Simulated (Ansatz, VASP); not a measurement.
**One calculation of RbCl, two programs**

File INCAR:

```
SYSTEM = RbCl
PREC = Accurate ; ENCUT = 500
EDIFF = 1E-6 ; ISMEAR = 0
SIGMA = 0.05 ; LREAL = .FALSE.
LASPH = .TRUE. ; NELM = 120
ALGO = Normal ; ISIF = 2
LWAVE = .FALSE. ; LCHARG = .TRUE.
LELF = .TRUE. ; LVHAR = .TRUE.
NBANDS = 15 ; GGA_COMPAT = .FALSE.
```

The input KPOINTS:

```
regular mesh
0
G
  6 6 6
  0 0 0
```

File POSCAR:

```
RbCl
1.0
    0.0000000000      3.2862775000      3.2862775000
    3.2740000000      0.0122775000      3.2740000000
    3.2740000000      3.2740000000      0.0122775000
Rb Cl
1 1
Direct
    0.0000000000      0.0000000000      0.0000000000
    0.5000000000      0.5000000000      0.5000000000
```

Input for Ansatz:

```yaml
crystal:
  lattice:
    - [0.0, 3.2862775, 3.2862775]
    - [3.274, 0.0122775, 3.274]
    - [3.274, 3.274, 0.0122775]
  atoms:
    - { symbol: Rb, position: [0.0, 0.0, 0.0] }
    - { symbol: Cl, position: [0.5, 0.5, 0.5] }
basis:
  ecutwfc: 420
kpoints:
  mp_grid: { grid: [6, 6, 6] }
hamiltonian:
  xc: lda
scf:
  occupations: { method: gaussian, width: 0.05 }
output:
  forces: true
  stress: true
  eigenvalues: true
```

Change from the starting cell: strain +0.0075 x Voigt [0, 0, 0, 1, 0, 0], atoms carried along.

Alike in both runs: task single point; functional LDA; k mesh 6 × 6 × 6; occupations gaussian, width 0.05 eV; no spin polarisation.

|  | VASP | Ansatz |
| --- | --- | --- |
| version | VASP 6.6.1 | Ansatz 0.2.0 |
| potentials or method | VASP PAW LDA potentials, release 64 (Rb_sv, Cl), cutoff 500 eV | scalar-relativistic, plane waves, PAW |
| valence electrons in the cell | 16 | 16 |

VASP gave:

| Property | Result |
| --- | --- |
| gap on the k mesh at the Fermi level (eV) | 4.60 |
| least direct gap on the mesh (eV) | 4.60 |
| pressure (GPa) | -1.4 |

Task: Estimate Ansatz's values.

Result: gap on the k mesh at the Fermi level (eV): 4.59; least direct gap on the mesh (eV): 4.59; pressure (GPa): -1.4.

LDA's correlation is that of Perdew and Zunger in VASP and of Perdew and Wang (1992) in Ansatz.
